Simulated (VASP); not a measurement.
# Co (Fm-3m) in VASP: notebook

Runs on Co. Level: PBE. Tasks: single point, relaxation of cell and atoms.

Program: VASP 6.6.1. These are calculated values, not measurements. Logs are shortened: lines on timing, memory, paths and dates and some standing lists are left out, and cuts for length are marked.

**1. The cell of the first run**

It takes space group Fm-3m (No. 225, cubic). The conventional cell has a = 3.411 Å, b = 3.411 Å, c = 3.411 Å, α = 90.00°, β = 90.00°, γ = 90.00°. Within 3.2 Å of Co (site symmetry m-3m) lie 12 Co at 2.41 Å.

This isn't the form of Co at room conditions, which is hcp.

**2. Single point, PBE (9.92 Å³/atom)**

The input, INCAR:

```
SYSTEM = Co
PREC = Accurate ; ENCUT = 690
EDIFF = 1E-6 ; ISMEAR = -1
SIGMA = 0.1 ; LREAL = .FALSE.
LASPH = .TRUE. ; NELM = 120
ALGO = Normal ; ISIF = 2
LWAVE = .FALSE. ; LCHARG = .TRUE.
GGA = PE ; LELF = .TRUE.
LVHAR = .TRUE. ; NBANDS = 14
GGA_COMPAT = .FALSE.
```

The input, KPOINTS:

```
regular mesh
0
G
  18 18 18
  0 0 0
```

The input, POSCAR:

```
Co
1.0
    0.0000000000      1.7055420891      1.7055420891
    1.7055420891      0.0000000000      1.7055420891
    1.7055420891      1.7055420891      0.0000000000
Co
1
Direct
    0.0000000000      0.0000000000      0.0000000000
```

Potentials or basis: VASP PAW PBE potentials, release 64 (Co_sv).

On the command line:

```
> cat potpaw_PBE.64/Co_sv/POTCAR > POTCAR
> mpirun -np 1 vasp_std > vasp.out
```

OUTCAR:

```text
SYSTEM = Co
   PREC = Accurate
   ENCUT = 690
   EDIFF = 1E-6
   ISMEAR = -1
   LREAL = .FALSE.
   LASPH = .TRUE.
   NELM = 120
   ISIF = 2
   GGA = PE

 ion  position               nearest neighbor table
   1  0.000  0.000  0.000-

  LATTYP: Found a face centered cubic cell.
 ALAT       =     3.4110841782

  Lattice vectors:

 A1 = (   0.0000000000,   1.7055420891,   1.7055420891)
 A2 = (   1.7055420891,   0.0000000000,   1.7055420891)
 A3 = (   1.7055420891,   1.7055420891,   0.0000000000)

Analysis of symmetry for initial positions (statically):
=====================================================================
 Subroutine PRICEL returns:
 Original cell was already a primitive cell.

 Routine SETGRP: Setting up the symmetry group for a
 face centered cubic supercell.

 Subroutine GETGRP returns: Found 48 space group operations
 (whereof 48 operations were pure point group operations)
 out of a pool of 48 trial point group operations.

The static configuration has the point symmetry O_h .

Analysis of symmetry for dynamics (positions and initial velocities):
=====================================================================
 Subroutine PRICEL returns:
 Original cell was already a primitive cell.

 Routine SETGRP: Setting up the symmetry group for a
 face centered cubic supercell.

 Subroutine GETGRP returns: Found 48 space group operations
 (whereof 48 operations were pure point group operations)
 out of a pool of 48 trial point group operations.

The dynamic configuration has the point symmetry O_h .

 Subroutine INISYM returns: Found 48 space group operations
 (whereof 48 operations are pure point group operations),
 and found     1 'primitive' translations

----------------------------------------------------------------------------------------

                                     Primitive cell

  volume of cell :       9.9224

  direct lattice vectors                    reciprocal lattice vectors
     0.000000000  1.705542089  1.705542089    -0.293161924  0.293161924  0.293161924
     1.705542089  0.000000000  1.705542089     0.293161924 -0.293161924  0.293161924
     1.705542089  1.705542089  0.000000000     0.293161924  0.293161924 -0.293161924

  length of vectors
     2.412000754  2.412000754  2.412000754     0.507771347  0.507771347  0.507771347

  position of ions in fractional coordinates (direct lattice)
     0.000000000  0.000000000  0.000000000

  ion indices of the primitive-cell ions
   primitive index   ion index
                 1           1

----------------------------------------------------------------------------------------

 KPOINTS: regular mesh

Automatic generation of k-mesh.
 Grid dimensions read from file:
 generate k-points for:   18   18   18

 Generating k-lattice:

  Cartesian coordinates                     Fractional coordinates (reciprocal lattice)
    -0.016286774  0.016286774  0.016286774     0.055555556  0.000000000  0.000000000
     0.016286774 -0.016286774  0.016286774     0.000000000  0.055555556  0.000000000
     0.016286774  0.016286774 -0.016286774     0.000000000  0.000000000  0.055555556

  Length of vectors
     0.028209519  0.028209519  0.028209519

  Shift w.r.t. Gamma in fractional coordinates (k-lattice)
     0.000000000  0.000000000  0.000000000

 Subroutine IBZKPT returns following result:
 ===========================================

 Found    195 irreducible k-points:

 Following reciprocal coordinates:
            Coordinates               Weight
  0.000000  0.000000  0.000000      1.000000
  0.055556  0.000000  0.000000      8.000000
  0.111111  0.000000  0.000000      8.000000
  0.166667  0.000000  0.000000      8.000000
  0.222222  0.000000  0.000000      8.000000
  0.277778  0.000000  0.000000      8.000000
[... 16 lines left out ...]
 -0.277778  0.055556  0.000000     24.000000
 -0.222222  0.055556  0.000000     24.000000
 [... further k-points ...]
   k-points           NKPTS =    195   k-points in BZ     NKDIM =    195   number of bands    NBANDS=     14
   number of dos      NEDOS =    301   number of ions     NIONS =      1
   total plane-waves  NPLWV =  13824
   dimension x,y,z NGX =    24 NGY =   24 NGZ =   24
   dimension x,y,z NGXF=    48 NGYF=   48 NGZF=   48
   ions per type =               1
   NGX,Y,Z   is equivalent  to a cutoff of  16.54, 16.54, 16.54 a.u.
   NGXF,Y,Z  is equivalent  to a cutoff of  33.08, 33.08, 33.08 a.u.
 SYSTEM =  Co
   PREC   = accura    normal or accurate (medium, high low for compatibility)
   ISTART =      0    job   : 0-new  1-cont  2-samecut
   ICHARG =      2    charge: 1-file 2-atom 10-const
   ISPIN  =      1    spin polarized calculation?
   LNONCOLLINEAR =      F non collinear calculations
   LSORBIT =      F    spin-orbit coupling
   LASPH  =      T    aspherical Exc in radial PAW
   ENCUT  =  690.0 eV  50.71 Ry    7.12 a.u.   5.17  5.17  5.17*2*pi/ulx,y,z
   NELM   =    120;   NELMIN=  2; NELMDL= -5     # of ELM steps
   EDIFF  = 0.1E-05   stopping-criterion for ELM
   LREAL  =      F    real-space projection
   EDIFFG = 0.1E-04   stopping-criterion for IOM
   NSW    =      0    number of steps for IOM
   IBRION =     -1    ionic relax: 0-MD 1-quasi-New 2-CG
   NFREE  =      0    steps in history (QN), initial steepest desc. (CG)
   ISIF   =      2    stress and relaxation
   ISYM   =      2    0-nonsym 1-usesym 2-fastsym
   POTIM  = 0.5000    time-step for ionic-motion
   TEBEG  =    0.0;   TEEND  =   0.0 temperature during run
   PSTRESS=    0.0 pullay stress
   NELECT =      17.0000    total number of electrons
   NUPDOWN=      -1.0000    fix difference up-down
   EMIN   =  10.00;   EMAX   =-10.00  energy-range for DOS
   EFERMI =   0.00;   METHOD = LEGACY
   ISMEAR =    -1;   SIGMA  =   0.10  broadening in eV -4-tet -1-fermi 0-gaus
   EFERMI_NEDOS =   21; number of points for ismear=-14 and -15
   IALGO  =     38    algorithm
   IMIX   =      4    mixing-type and parameters
     AMIX     =   0.40;   BMIX     =  1.00
     AMIX_MAG =   1.60;   BMIX_MAG =  1.00
  volume/ion in A,a.u.               =       9.92        66.96
  Fermi-wavevector in a.u.,A,eV,Ry     =   1.958929  3.701839 52.211036  3.837403
  Thomas-Fermi vector in A             =   2.984443
   LORBIT       =      0    0 simple, 1 ext, 2 COOP (PROOUT), +10 PAW based schemes
   GGA     = PE    functional components
   LHFCALC =     F    Hartree Fock is set to
   AEXX    =    0.0000 exact exchange contribution
   IVDW    =     0    specifies the selected vdW correction
   LEPSILON=     F    determine dielectric tensor
   LRPA    =     F    only Hartree local field effects (RPA)
 non-spin polarized calculation
  energy-cutoff  :      690.00
  volume of cell :        9.92
 maximum number of plane-waves:       419
 NGX is ok and might be reduce to    24
   NGX = 11   NGY = 11   NGZ = 11

 number of electron      16.9999988 magnetization

 Free energy of the ion-electron system (eV)
  ---------------------------------------------------
  ext. energy  EPLUGINS =         0.00000000
  ---------------------------------------------------
  free energy    TOTEN  =        -6.94966457 eV

  energy without entropy =       -6.87960296  energy(sigma->0) =       -6.91463376

 E-fermi :  13.4190     XC(G=0): -14.4913

 val. band max:       13.4083331970   @ k =  -0.4444   0.4444   0.1111
 cond. band min:      13.4237224886   @ k =  -0.3333   0.2778   0.0556
 fundamental gap:      0.0153892916
 Fermi energy:        13.4190224617

 k-point     1 :       0.0000    0.0000    0.0000
  band No.  band energies     occupation
      1     -81.7961      2.00000
      2     -44.8059      2.00000
      3     -44.8059      2.00000
      4     -44.8059      2.00000
      5       3.9656      2.00000
      6      11.3786      2.00000
      7      11.3786      2.00000
      8      11.3786      2.00000
      9      12.8206      1.99498
     10      12.8206      1.99498
     11      37.0173      0.00000
     12      42.2815      0.00000
     13      42.2815      0.00000
     14      42.2815      0.00000

 k-point     2 :       0.0556    0.0000    0.0000
  band No.  band energies     occupation
      1     -81.7936      2.00000
      2     -44.8197      2.00000
      3     -44.8078      2.00000
      4     -44.8078      2.00000
      5       4.0973      2.00000
      6      11.3331      2.00000
      7      11.4144      2.00000
      8      11.4144      2.00000
      9      12.8036      1.99576
     10      12.8036      1.99576
     11      36.8391      0.00000
     12      40.7207      0.00000
     13      42.0988      0.00000
     14      42.0988      0.00000

 k-point     3 :       0.1111    0.0000    0.0000
  band No.  band energies     occupation
      1     -81.7864      2.00000
      2     -44.8595      2.00000
      3     -44.8131      2.00000
      4     -44.8131      2.00000
      5       4.4853      2.00000
      6      11.2094      2.00000
      7      11.5073      2.00000
      8      11.5073      2.00000
      9      12.7675      1.99704
     10      12.7675      1.99704
     11      35.7858      0.00000
     12      38.9238      0.00000
     13      41.7003      0.00000
     14      41.7003      0.00000

 k-point     4 :       0.1667    0.0000    0.0000
  band No.  band energies     occupation
      1     -81.7755      2.00000
      2     -44.9201      2.00000
      3     -44.8211      2.00000
      4     -44.8211      2.00000
      5       5.1054      2.00000
      6      11.0460      2.00000
      7      11.6099      2.00000
      8      11.6099      2.00000
      9      12.7595      1.99727
     10      12.7595      1.99727
     11      33.4605      0.00000
     12      38.2016      0.00000
     13      41.2767      0.00000
     14      41.2767      0.00000

 k-point     5 :       0.2222    0.0000    0.0000
  band No.  band energies     occupation
      1     -81.7620      2.00000
      2     -44.9948      2.00000
      3     -44.8315      2.00000
      4     -44.8315      2.00000
      5       5.9065      2.00000
      6      10.9086      2.00000
      7      11.6511      2.00000
      8      11.6511      2.00000
      9      12.8476      1.99343
     10      12.8476      1.99343
     11      30.7548      0.00000
[... 276 lines left out ...]
 k-point    22 :      -0.3333    0.0556    0.0000
  band No.  band energies     occupation
      1     -81.7289      2.00000
      2     -45.1671      2.00000
      3     -44.8702      2.00000
      4     -44.8522      2.00000
      5       7.8466      2.00000
      6      11.2441      2.00000
      7      11.4248      2.00000
      8      11.5125      2.00000
      9      13.2475      1.69493
     10      13.7201      0.09393
     11      24.8254      0.00000
     12      35.6437      0.00000
     13      38.9534      0.00000
     14      41.7664      0.00000

 k-point    23 :      -0.2778    0.0556    0.0000
  band No.  band energies     occupation
      1     -81.7415      2.00000
      2     -45.0988      2.00000
      3     -44.8610      2.00000
      4     -44.8414      2.00000
      5       7.1642      2.00000
      6      10.8762      2.00000
      7      11.5404      2.00000
      8      11.6227      2.00000
      9      12.9509      1.98163
     10      13.4073      1.05844
     11      27.2815      0.00000
     12      36.0125      0.00000
     13      39.4441      0.00000
     14      42.5267      0.00000

 k-point    24 :      -0.2222    0.0556    0.0000
  band No.  band energies     occupation
      1     -81.7556      2.00000
      2     -45.0226      2.00000
      3     -44.8498      2.00000
      4     -44.8304      2.00000
      5       6.3009      2.00000
      6      10.8235      2.00000
      7      11.6311      2.00000
      8      11.7027      2.00000
      9      12.7063      1.99840
     10      13.1349      1.88976
     11      29.9288      0.00000
     12      36.4420      0.00000
     13      40.0420      0.00000
     14      42.6936      0.00000

 [... further k-points ...]

------------------------ aborting loop because EDIFF is reached ----------------------------------------

  FORCE on cell =-STRESS in cart. coord.  units (eV):
  Direction    XX          YY          ZZ          XY          YZ          ZX
  --------------------------------------------------------------------------------------
  -------------------------------------------------------------------------------------
  Total        0.6060798      0.6060798      0.6060798     -0.0000000     -0.0000000      0.0000000
  in kB       97.8640214     97.8640214     97.8640214     -0.0000000     -0.0000000      0.0000000
  external PRESSURE =      97.8640214 kB  Pullay stress =       0.0000000 kB

 VOLUME and BASIS-vectors are now :
 -----------------------------------------------------------------------------
  energy-cutoff  :      690.00
  volume of cell :        9.92
      direct lattice vectors                 reciprocal lattice vectors
     0.000000000  1.705542089  1.705542089    -0.293161924  0.293161924  0.293161924
     1.705542089  0.000000000  1.705542089     0.293161924 -0.293161924  0.293161924
     1.705542089  1.705542089  0.000000000     0.293161924  0.293161924 -0.293161924

 POSITION                                       TOTAL-FORCE (eV/Angst)
 -----------------------------------------------------------------------------------
      0.00000      0.00000      0.00000        -0.000000      0.000000      0.000000
 -----------------------------------------------------------------------------------
    total drift:                                0.000000      0.000000     -0.000000

  FREE ENERGIE OF THE ION-ELECTRON SYSTEM (eV)
  ---------------------------------------------------
  free  energy   TOTEN  =        -6.9496645650 eV

  energy  without entropy=       -6.8796029574  energy(sigma->0) =       -6.91463376
```

Wall time 20 s (1 thread of Intel Xeon Platinum 8559C (Emerald Rapids), shared host); peak memory 0.16 GiB.

Results:

```
Free energy            : -6.9497 eV
Pressure               : 9.8 GPa
Band gap on the k mesh : zero (an odd number of electrons rules out a gap without spin polarisation)
```

Caveat: the cell stands under pressure; the run has no spin polarisation, though such a crystal can be magnetic. Spin polarisation is off, so any magnetic state and its effect on volume and gap are missing.

(Continued in part 2 of 2.)

The gap in the log of VASP goes by the Fermi energy; the results here count the filled bands.